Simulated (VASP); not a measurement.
# Cu (I4/mmm) in VASP: notebook, part 2 of 2

VASP 6.6.1. The steps go on from the part before.

### Step 4. Single point, r2SCAN

POSCAR reads:

```
Cu
1.0
   -1.4834566068      1.4834566068      1.3016753842
    1.4834566068     -1.4834566068      1.3016753842
    1.4834566068      1.4834566068     -1.3016753842
Cu
1
Direct
    0.0000000000      0.0000000000      0.0000000000
```

INCAR.step1 reads:

```
ALGO = Normal ; EDIFF = 1E-4
ENCUT = 520 ; GGA = PE
ISMEAR = 0 ; LASPH = True
LCHARG = False ; LREAL = False
LWAVE = True ; NBANDS = 12
NELM = 80 ; PREC = Accurate
SIGMA = 0.15
```

INCAR.step2 reads:

```
ALGO = Normal ; EDIFF = 1E-7
ENCUT = 520 ; ISIF = 2
ISMEAR = 0 ; ISTART = 1
LASPH = True ; LCHARG = True
LELF = True ; LMIXTAU = True
LREAL = False ; LVHAR = True
LWAVE = False ; METAGGA = R2SCAN
NBANDS = 12 ; NELM = 80
PREC = Accurate ; SIGMA = 0.15
```

KPOINTS reads:

```
k-points
0
Gamma
  26 26 26
```

Potentials or basis: VASP PAW PBE potentials, release 64 (Cu).

Run with:

```
$ cat potpaw_PBE.64/Cu/POTCAR > POTCAR
$ cp INCAR.step1 INCAR
$ mpirun -np 1 vasp_std > vasp.out
$ cp INCAR.step2 INCAR
$ mpirun -np 1 vasp_std > vasp.out
```

OUTCAR:

```text
EDIFF = 1E-7
   ENCUT = 520
   ISIF = 2
   ISMEAR = 0
   ISTART = 1
   LASPH = True
   LREAL = False
   METAGGA = R2SCAN
   NELM = 80
   PREC = Accurate

 ion  position               nearest neighbor table
   1  0.000  0.000  0.000-

  LATTYP: Found a body centered tetragonal cell.
 ALAT       =     2.9669132136
 C/A-ratio  =     0.8774610449

  Lattice vectors:

 A1 = (  -1.4834566068,   1.4834566068,   1.3016753842)
 A2 = (   1.4834566068,  -1.4834566068,   1.3016753842)
 A3 = (   1.4834566068,   1.4834566068,  -1.3016753842)

Analysis of symmetry for initial positions (statically):
=====================================================================
 Subroutine PRICEL returns:
 Original cell was already a primitive cell.

 Routine SETGRP: Setting up the symmetry group for a
 body centered tetragonal supercell.

 Subroutine GETGRP returns: Found 16 space group operations
 (whereof 16 operations were pure point group operations)
 out of a pool of 16 trial point group operations.

The static configuration has the point symmetry D_4h.

Analysis of symmetry for dynamics (positions and initial velocities):
=====================================================================
 Subroutine PRICEL returns:
 Original cell was already a primitive cell.

 Routine SETGRP: Setting up the symmetry group for a
 body centered tetragonal supercell.

 Subroutine GETGRP returns: Found 16 space group operations
 (whereof 16 operations were pure point group operations)
 out of a pool of 16 trial point group operations.

The dynamic configuration has the point symmetry D_4h.

 Subroutine INISYM returns: Found 16 space group operations
 (whereof 16 operations are pure point group operations),
 and found     1 'primitive' translations

[... 114 lines left out ...]
  Fermi-wavevector in a.u.,A,eV,Ry     =   1.614984  3.051878 35.486359  2.608174
  Thomas-Fermi vector in A             =   2.709805
   LORBIT       =      0    0 simple, 1 ext, 2 COOP (PROOUT), +10 PAW based schemes
   METAGGA = R2SCAN    functional components
   LHFCALC =     F    Hartree Fock is set to
   AEXX    =    0.0000 exact exchange contribution
   IVDW    =     0    specifies the selected vdW correction
   LEPSILON=     F    determine dielectric tensor
   LRPA    =     F    only Hartree local field effects (RPA)
 non-spin polarized calculation
 Gauss-broadening in eV      SIGMA  =   0.15
  energy-cutoff  :      520.00
  volume of cell :       11.46
 maximum number of plane-waves:       322
   NGX =  9   NGY =  9   NGZ =  9

 number of electron      11.0000016 magnetization

 Free energy of the ion-electron system (eV)
  ---------------------------------------------------
  ext. energy  EPLUGINS =         0.00000000
  ---------------------------------------------------
  free energy    TOTEN  =       -10.78767851 eV

  energy without entropy =      -10.78364039  energy(sigma->0) =      -10.78565945

 E-fermi :   7.7933     XC(G=0): -13.9479

 val. band max:        7.7927647563   @ k =   0.5000   0.2692   0.0385
 cond. band min:       7.7981721394   @ k =   0.5000   0.1538   0.0769
 fundamental gap:      0.0054073831
 Fermi energy:         7.7933380825

 k-point     1 :       0.0000    0.0000    0.0000
  band No.  band energies     occupation
      1      -2.1283      2.00000
      2       4.1333      2.00000
      3       4.7000      2.00000
      4       4.7002      2.00000
      5       5.1302      2.00000
      6       5.7346      2.00000
      7      32.2854      0.00000
      8      32.2854      0.00000
      9      36.3175      0.00000
     10      36.6576      0.00000
     11      36.9684      0.00000
     12      38.3914      0.00000
[... 331 lines left out ...]
 k-point    24 :       0.3846    0.0385    0.0000
  band No.  band energies     occupation
      1       2.3358      2.00000
      2       3.5830      2.00000
      3       5.3601      2.00000
      4       5.7302      2.00000
      5       5.9532      2.00000
      6       6.4339      2.00000
      7      15.5017      0.00000
      8      25.4061      0.00000
      9      25.8464      0.00000
     10      29.8774      0.00000
     11      32.9595      0.00000
     12      40.6836      0.00000

 [... further k-points ...]

------------------------ aborting loop because EDIFF is reached ----------------------------------------

  FORCE on cell =-STRESS in cart. coord.  units (eV):
  Direction    XX          YY          ZZ          XY          YZ          ZX
  --------------------------------------------------------------------------------------
  -------------------------------------------------------------------------------------
  Total        0.0274412      0.0274412      0.2379232      0.0000000     -0.0000000      0.0000000
  in kB        3.8370860      3.8370860     33.2686417      0.0000000     -0.0000000      0.0000000
  external PRESSURE =      13.6476046 kB  Pullay stress =       0.0000000 kB

 VOLUME and BASIS-vectors are now :
 -----------------------------------------------------------------------------
  energy-cutoff  :      520.00
  volume of cell :       11.46
      direct lattice vectors                 reciprocal lattice vectors
    -1.483456607  1.483456607  1.301675384     0.000000000  0.337050641  0.384120347
     1.483456607 -1.483456607  1.301675384     0.337050641  0.000000000  0.384120347
     1.483456607  1.483456607 -1.301675384     0.337050641  0.337050641  0.000000000

 POSITION                                       TOTAL-FORCE (eV/Angst)
 -----------------------------------------------------------------------------------
      0.00000      0.00000      0.00000         0.000000      0.000000      0.000000
 -----------------------------------------------------------------------------------
    total drift:                                0.000000      0.000000      0.000000

  FREE ENERGIE OF THE ION-ELECTRON SYSTEM (eV)
  ---------------------------------------------------
  free  energy   TOTEN  =       -10.7876785076 eV

  energy  without entropy=      -10.7836403898  energy(sigma->0) =      -10.78565945
```

OUTCAR.step1:

```text
EDIFF = 1E-4
   ENCUT = 520
   GGA = PE
   ISMEAR = 0
   LASPH = True
   LREAL = False
[... 575 lines left out ...]

 POSITION                                       TOTAL-FORCE (eV/Angst)
 -----------------------------------------------------------------------------------
      0.00000      0.00000      0.00000         0.000000     -0.000000      0.000000
 -----------------------------------------------------------------------------------
    total drift:                                0.000000      0.000000      0.000000

  FREE ENERGIE OF THE ION-ELECTRON SYSTEM (eV)
  ---------------------------------------------------
  free  energy   TOTEN  =        -3.6755980831 eV

  energy  without entropy=       -3.6714017986  energy(sigma->0) =       -3.67349994
```

It took 5.1 min on 1 thread of Intel Xeon 6975P-C (Granite Rapids), shared host; peak memory 0.28 GiB.

What came out:

```yaml
Free_energy: -10.7877 eV
Pressure: 1.4 GPa
```

Stress tensor (GPa, compression positive):
```
0.38 0.00 0.00
0.00 0.38 0.00
0.00 0.00 3.33
```

Caveat: the PAW data sets were made with another functional, which shifts forces and pressure a little.

### Step 5. Overview

| cell | gap on the mesh (eV) | pressure (GPa) |
| --- | --- | --- |
| a = 2.483 Å, angles 104.3, 104.3, 120.4°, 1 atom | none | 3.2 |
| a = 2.470 Å, angles 113.3, 113.3, 102.0°, 1 atom | none | 1.0 |
| a = 2.469 Å, angles 106.1, 106.1, 116.4°, 1 atom | none | 1.4 |

Alike in all rows: task single point; level r2SCAN; potentials or basis VASP PAW PBE potentials, release 64 (Cu); no spin polarisation; k mesh 26 × 26 × 26; cutoff (eV) 520; smearing gaussian 0.15 eV.

Caveats: the PAW data sets were made with another functional, which shifts forces and pressure a little.

Total energies depend on the potentials used, so only differences within one code and one set of settings carry meaning.
